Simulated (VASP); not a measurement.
# C18F in VASP: single point with PBEsol

Aim: the single point of C18F with PBEsol.

Program: VASP 6.6.1. These are calculated values, not measurements. Logs are shortened: lines on timing, memory, paths and dates and some standing lists are left out, and cuts for length are marked.

## Step 1: The cell of the first run

The cell holds a slab with vacuum, 19 atoms: a = 7.398 Å, b = 7.398 Å, c = 13.000 Å, α = 90.00°, β = 90.00°, γ = 120.00°.

## Step 2: Single point, PBEsol, collinear spin

INCAR

```
ALGO = Normal ; EDIFF = 1E-6
ENCUT = 520 ; GGA = PS
ISIF = 2 ; ISMEAR = -1
ISPIN = 2 ; LASPH = T
LCHARG = F ; LORBIT = 11
LREAL = Auto ; LWAVE = F
MAGMOM = 0 0 0 0 0 0 0 0 0 0 0 0 0 0 0 0 0 0 1 ; NBANDS = 58
NELM = 150 ; PREC = Accurate
SIGMA = 0.05
```

KPOINTS

```
k-points
0
Gamma
  2 2 1
```

POSCAR

```
C18F
1.0
    7.3980000000      0.0000000000      0.0000000000
   -3.6990000000      6.4068560000      0.0000000000
    0.0000000000      0.0000000000     13.0000000000
C F
18 1
Direct
   -0.0036363679      0.0017919193      0.0718345351
    0.2189868023      0.1134955153      0.0685588473
   -0.0033007864      0.3357839055      0.0727861437
    0.2184072263      0.4466365011      0.0730560720
   -0.0036358549      0.6694366319      0.0718659483
    0.2189866221      0.7803656875      0.0685298053
    0.3300279091      0.0024543465      0.0682371173
    0.5521149543      0.1134949351      0.0685294767
    0.3306913137      0.3361205838      0.0718307799
    0.5511803158      0.4447432091      0.0769831398
    0.3306913485      0.6694371564      0.0717573489
    0.5511922668      0.7812896342      0.0768625995
    0.6630440852      0.0017898591      0.0717577221
    0.8858470572      0.1140761320      0.0730583105
    0.6630449770      0.3361190434      0.0718634488
    0.8858505427      0.4466329808      0.0730948746
    0.6633656496      0.6691159642      0.1030600977
    0.8877405009      0.7813017455      0.0769863049
    0.6632700376      0.6692043493      0.2201170277
```

Potentials or basis: VASP PAW PBE potentials, release 64 (C, F).

Run with:

```bash
$ cat potpaw_PBE.64/C/POTCAR potpaw_PBE.64/F/POTCAR > POTCAR
$ mpirun -np 1 vasp_std > vasp.out
```

OUTCAR:

```text
EDIFF = 1E-6
   ENCUT = 520
   GGA = PS
   ISIF = 2
   ISMEAR = -1
   ISPIN = 2
   LASPH = T
   LORBIT = 11
   LREAL = Auto
   NELM = 150
   PREC = Accurate

 ion  position               nearest neighbor table
   1  0.996  0.002  0.072-  18 1.41   2 1.43  14 1.43
   2  0.219  0.113  0.069-   7 1.42   1 1.43   9 1.43
   3  0.997  0.336  0.073-  16 1.42  14 1.42   4 1.42
   4  0.218  0.447  0.073-   3 1.42   9 1.43  11 1.43
   5  0.996  0.669  0.072-  18 1.41   6 1.43  16 1.43
   6  0.219  0.780  0.069-   7 1.42   5 1.43  11 1.43
[... 8 lines left out ...]
  15  0.663  0.336  0.072-  10 1.41   8 1.43  16 1.43
  16  0.886  0.447  0.073-   3 1.42   5 1.43  15 1.43
  17  0.663  0.669  0.103-  10 1.48  18 1.48  12 1.48  19 1.52
  18  0.888  0.781  0.077-   5 1.41   1 1.41  17 1.48
  19  0.663  0.669  0.220-  17 1.52

  LATTYP: Found a hexagonal cell.
 ALAT       =     7.3980000000
 C/A-ratio  =     1.7572316842

  Lattice vectors:

 A1 = (   7.3980000000,   0.0000000000,   0.0000000000)
 A2 = (  -3.6990000000,   6.4068560000,   0.0000000000)
 A3 = (   0.0000000000,   0.0000000000,  13.0000000000)

Analysis of symmetry for initial positions (statically):
=====================================================================
 Subroutine PRICEL returns:
 Original cell was already a primitive cell.

 Routine SETGRP: Setting up the symmetry group for a
 hexagonal supercell.

 Subroutine GETGRP returns: Found  2 space group operations
 (whereof  1 operations were pure point group operations)
 out of a pool of 24 trial point group operations.

The static configuration has the point symmetry C_1 .
 The point group associated with its full space group is C_1h.

Analysis of symmetry for dynamics (positions and initial velocities):
=====================================================================
 Subroutine PRICEL returns:
 Original cell was already a primitive cell.

 Routine SETGRP: Setting up the symmetry group for a
 hexagonal supercell.

 Subroutine GETGRP returns: Found  2 space group operations
 (whereof  1 operations were pure point group operations)
 out of a pool of 24 trial point group operations.

The dynamic configuration has the point symmetry C_1 .
 The point group associated with its full space group is C_1h.

Analysis of structural, dynamic, and magnetic symmetry:
=====================================================================
 Subroutine PRICEL returns:
 Original cell was already a primitive cell.
[... 164 lines left out ...]
  ---------------------------------------------------
  ext. energy  EPLUGINS =         0.00000000
  ---------------------------------------------------
  free energy    TOTEN  =      -176.20795107 eV

  energy without entropy =     -176.20697986  energy(sigma->0) =     -176.20746546

 E-fermi :  -2.6690     XC(G=0):  -3.4879

 val. band max:       -3.0231845866   @ k =   0.5000   0.5000   0.0000
 cond. band min:      -2.3641264662   @ k =   0.0000   0.0000   0.0000
 fundamental gap:      0.6590581204
 Fermi energy:        -2.6689796925

 spin component 1

 k-point     1 :       0.0000    0.0000    0.0000
  band No.  band energies     occupation
      1     -26.1358      1.00000
      2     -21.7636      1.00000
      3     -19.3045      1.00000
      4     -19.3042      1.00000
      5     -19.2934      1.00000
      6     -19.2163      1.00000
[... 151 lines left out ...]
     50       3.9644      0.00000
     51       4.0194      0.00000
 Fermi energy:        -2.6689796925

 spin component 2

 k-point     1 :       0.0000    0.0000    0.0000
  band No.  band energies     occupation
      1     -26.1358      1.00000
      2     -21.7636      1.00000
      3     -19.3045      1.00000
      4     -19.3042      1.00000
      5     -19.2934      1.00000
      6     -19.2163      1.00000
[... 151 lines left out ...]
     50       3.9644      0.00000
     51       4.0172      0.00000
 [bands above 51 left out]

------------------------ aborting loop because EDIFF is reached ----------------------------------------

  FORCE on cell =-STRESS in cart. coord.  units (eV):
  Direction    XX          YY          ZZ          XY          YZ          ZX
  --------------------------------------------------------------------------------------
  -------------------------------------------------------------------------------------
  Total       -3.2836562     -3.2729211      0.1686903      0.0092969      0.0010101     -0.0017494
  in kB       -8.5381862     -8.5102728      0.4386298      0.0241739      0.0026264     -0.0045488
  external PRESSURE =      -5.5366097 kB  Pullay stress =       0.0000000 kB

 VOLUME and BASIS-vectors are now :
 -----------------------------------------------------------------------------
  energy-cutoff  :      520.00
  volume of cell :      616.17
      direct lattice vectors                 reciprocal lattice vectors
     7.398000000  0.000000000  0.000000000     0.135171668  0.078041398  0.000000000
    -3.699000000  6.406856000  0.000000000     0.000000000  0.156082796  0.000000000
     0.000000000  0.000000000 13.000000000     0.000000000  0.000000000  0.076923077

 POSITION                                       TOTAL-FORCE (eV/Angst)
 -----------------------------------------------------------------------------------
      7.36447      0.01148      0.93385         0.000945     -0.003772     -0.003636
      1.20024      0.72715      0.89127         0.006348     -0.003665      0.006388
      6.13152      2.15132      0.94622        -0.001019      0.000589     -0.016969
     -0.03633      2.86154      0.94973        -0.002331     -0.000510      0.000201
      4.89486      4.28898      0.93426        -0.002421      0.002364     -0.007353
     -1.26651      4.99969      0.89089        -0.001336      0.005006      0.006733
[... 11 lines left out ...]
      3.67747      5.00569      1.00082         0.004759      0.000596     -0.019852
      2.43148      4.28750      2.86152        -0.001377      0.000795      0.205946
 -----------------------------------------------------------------------------------
    total drift:                               -0.047466     -0.098982      0.008447

  FREE ENERGIE OF THE ION-ELECTRON SYSTEM (eV)
  ---------------------------------------------------
  free  energy   TOTEN  =      -176.2079510721 eV

  energy  without entropy=     -176.2069798571  energy(sigma->0) =     -176.20746546

 total charge

# of ion       s       p       d       tot
------------------------------------------
    1        0.860   1.774   0.000   2.634
    2        0.860   1.770   0.000   2.631
    3        0.860   1.781   0.000   2.640
    4        0.856   1.785   0.000   2.640
    5        0.860   1.774   0.000   2.634
    6        0.860   1.770   0.000   2.630
[... 11 lines left out ...]
   18        0.857   1.774   0.000   2.632
   19        1.752   4.301   0.000   6.052
--------------------------------------------------
tot         17.178  36.172   0.000  53.349

 magnetization (x)

# of ion       s       p       d       tot
------------------------------------------
    1        0.000   0.000   0.000   0.000
    2        0.000   0.000   0.000   0.000
    3        0.000   0.000   0.000   0.000
    4        0.000   0.000   0.000   0.000
    5        0.000   0.000   0.000   0.000
    6        0.000   0.000   0.000   0.000
[... 11 lines left out ...]
   18        0.000  -0.000   0.000  -0.000
   19       -0.000   0.000   0.000   0.000
--------------------------------------------------
tot          0.000   0.000   0.000   0.000
```

It took 7.6 min on 1 thread of Intel Xeon Platinum 8259CL at 2.50GHz (Skylake/Cascade Lake), shared host; peak memory 0.88 GiB.

What came out:

```
Free energy                                           : -176.2080 eV
Largest force                                         : 0.206 eV/Å
Net moment                                            : 0.00 μB per cell
Valence electrons inside the program's atomic spheres : C 2.63, 2.64, 2.50 (each value once); F 6.05
```

Forces on the atoms (eV/Å):
```
C    0.001 -0.004 -0.004
C    0.006 -0.004  0.006
C   -0.001  0.001 -0.017
C   -0.002 -0.001  0.000
C   -0.002  0.002 -0.007
C   -0.001  0.005  0.007
C    0.006 -0.003 -0.007
C   -0.005 -0.001  0.007
C    0.004  0.001 -0.004
C    0.002 -0.004 -0.020
C    0.003  0.004  0.001
C    0.000  0.000 -0.014
C   -0.002 -0.005  0.001
C   -0.001  0.002  0.000
C   -0.003  0.001 -0.007
C   -0.002  0.001  0.008
C   -0.005  0.003 -0.138
C    0.005  0.001 -0.020
F   -0.001  0.001  0.206
```

Levels at points of the mesh, in eV from the Fermi level:
Spin up:
| k point | band 37 | band 38 | band 39 | band 40 | band 41 | band 42 | band 43 | band 44 |
| --- | --- | --- | --- | --- | --- | --- | --- | --- |
| (0.00, 0.00, 0.00) | -2.49 | -2.31 | 0.30 | 0.45 | 0.45 | 1.79 | 4.08 | 5.14 |
| (0.50, 0.00, 0.00) | -2.23 | -2.14 | -1.97 | -0.35 | 2.17 | 2.79 | 2.89 | 3.00 |
| (0.50, 0.50, 0.00) | -2.23 | -2.14 | -1.97 | -0.35 | 2.17 | 2.79 | 2.89 | 3.00 |
Spin down:
| k point | band 36 | band 37 | band 38 | band 39 | band 40 | band 41 | band 42 | band 43 | band 44 | band 45 |
| --- | --- | --- | --- | --- | --- | --- | --- | --- | --- | --- |
| (0.00, 0.00, 0.00) | -2.49 | -2.49 | -2.31 | 0.30 | 0.45 | 0.45 | 1.79 | 4.08 | 5.14 | 5.14 |
| (0.50, 0.00, 0.00) | -2.32 | -2.23 | -2.14 | -1.97 | -0.35 | 2.17 | 2.79 | 2.89 | 3.00 | 4.26 |
| (0.50, 0.50, 0.00) | -2.32 | -2.23 | -2.14 | -1.97 | -0.35 | 2.17 | 2.79 | 2.89 | 3.00 | 4.26 |

Caveat: the k points lie up to 0.49 Å⁻¹ apart; the PAW data sets were made with another functional, which shifts forces and pressure a little.
